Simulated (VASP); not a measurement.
Here is a VASP 6.6.1 calculation.

The input INCAR:

```
PREC = Accurate ; ENCUT = 520
EDIFF = 1E-6 ; ISMEAR = 0
SIGMA = 0.15 ; LREAL = F
LASPH = T ; NELM = 100
ALGO = Normal ; ISIF = 2
LWAVE = F ; LCHARG = F
GGA = CA ; NBANDS = 22
```

Contents of KPOINTS:

```
Automatic mesh
0
Gamma
  10 10 10
```

The input POSCAR:

```
GaSb3
1.0
    0.0000000000      3.5575375855      3.8545919739
    3.5575375855      0.0000000000      3.8545919739
    3.5575375855      3.5575375855      0.0000000000
Ga Sb
1 3
Direct
    0.0000000000      0.0000000000      0.0000000000
    0.2500000000      0.2500000000      0.2500000000
    0.7500000000      0.7500000000      0.7500000000
    0.5000000000      0.5000000000      0.5000000000
```

Potentials or basis: VASP PAW LDA potentials, release 64 (Ga_d, Sb).

Run with:

```console
$ cat potpaw_LDA.64/Ga_d/POTCAR potpaw_LDA.64/Sb/POTCAR > POTCAR
$ mpirun -np 1 vasp_std > vasp.out
```

Task: What does it give for the band gap on the k mesh?

Result: Zero (band 14 reaches 10.04 eV, above the bottom of band 15 at 5.71 eV).

Task: Predict the pressure.

Result: -1.2 GPa.

Stress tensor (GPa, compression positive):
```
-0.44  0.00  0.00
 0.00 -0.44  0.00
 0.00  0.00 -2.80
```

Caveat: spin-orbit coupling is left out, which moves the levels of the heavy elements.
